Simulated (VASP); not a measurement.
Wanted: the native input for a VASP 6.6.1 run.

| Quantity | Value |
| --- | --- |
| Task | single point |
| Functional | PBEsol |
| Potentials or basis | VASP PAW PBE potentials, release 64 (In_d, Se) |
| Cutoff | 520 eV |
| k mesh | 8 × 8 × 6 |
| Occupations | gaussian, width 0.05 eV |
| Spin | no spin polarisation |
| Dipole correction | no |
| Further INCAR settings | ALGO = Normal; EDIFF = 1e-07; NBANDS = 27 |

The structure of InSe lies in POSCAR:

```
InSe
1.0
    5.8749264423     -2.0552742521     -0.0052948673
    5.8749264423      2.0552742521     -0.0052948673
   -1.6051187023      0.0000000000      4.2720903652
In Se
2 2
Direct
    0.8858026589      0.8858026589      0.0290539339
    0.1141973411      0.1141973411      0.9709460661
    0.6806574876      0.6806574876      0.6814357359
    0.3452787783      0.3452787783      0.3625132294
```

This cell differs from its parent crystal: atom 3 (Se) moved +0.300 Å towards its neighbour atom 1 (In) at 2.673 Å.

The input as run:

INCAR

```
  PREC = Accurate
  ENCUT = 520
  EDIFF = 1E-7
  ISMEAR = 0
  SIGMA = 0.05
  LREAL = F
  LASPH = T
  NELM = 100
  ALGO = Normal
  ISIF = 2
  LWAVE = F
  LCHARG = F
  GGA = PS
  NBANDS = 27
```

KPOINTS

```
Automatic mesh
0
Gamma
  8 8 6
```

Potentials or basis: VASP PAW PBE potentials, release 64 (In_d, Se).

Command:

```bash
$ cat potpaw_PBE.64/In_d/POTCAR potpaw_PBE.64/Se/POTCAR > POTCAR
$ mpirun -np 1 vasp_std > vasp.out
```

It gave:

The pressure is 3.6 GPa. The largest force is 3.132 eV/Å. The band gap on the k mesh is 1.11 eV, indirect (least direct gap 1.16 eV).

Caveat: the cell differs from its parent crystal (atom 3 (Se) moved +0.300 Å towards its neighbour atom 1 (In) at 2.673 Å); the PAW data sets were made with another functional, which shifts forces and pressure a little; spin-orbit coupling is left out, which moves the levels of the heavy elements.

Run time: 2.6 min on 1 thread of Intel(R) Xeon(R) 6975P-C (Granite Rapids) (shared host), peak memory 0.46 GiB.
